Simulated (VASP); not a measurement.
The system is Nd.

```
Nd
1.0
    -2.07547    2.07547    2.07547
     2.07547   -2.07547    2.07547
     2.07547    2.07547   -2.07547
Nd
1
Cartesian
  0.0000 0.0000 0.0000
```

Base run:

| Quantity | Value |
| --- | --- |
| Program | VASP 6.6.1 |
| Functional | PBEsol |
| Potentials or basis | VASP PAW PBE potentials, release 64 (Nd) |
| Cutoff | 520 eV |
| k mesh | 9 × 9 × 9 |
| Occupations | fermi-dirac, width 0.05 eV |
| Spin | collinear spin, ferromagnetic start |
| Starting moments | [4.5] μB |

Its results: pressure -3.3 GPa; net moment 4.13 μB per cell; site moments Nd +3.38 μB.

Problem. The run is repeated on the same cell with these changes: moments at the start from [4.5] to [3.0]. What comes out?

Solution. Pressure -3.8 GPa; net moment 4.09 μB per cell; site moments Nd +3.36 μB.

Caveats: the magnetic or orbital state may not be the lowest; the PAW data sets were made with another functional, which shifts forces and pressure a little.
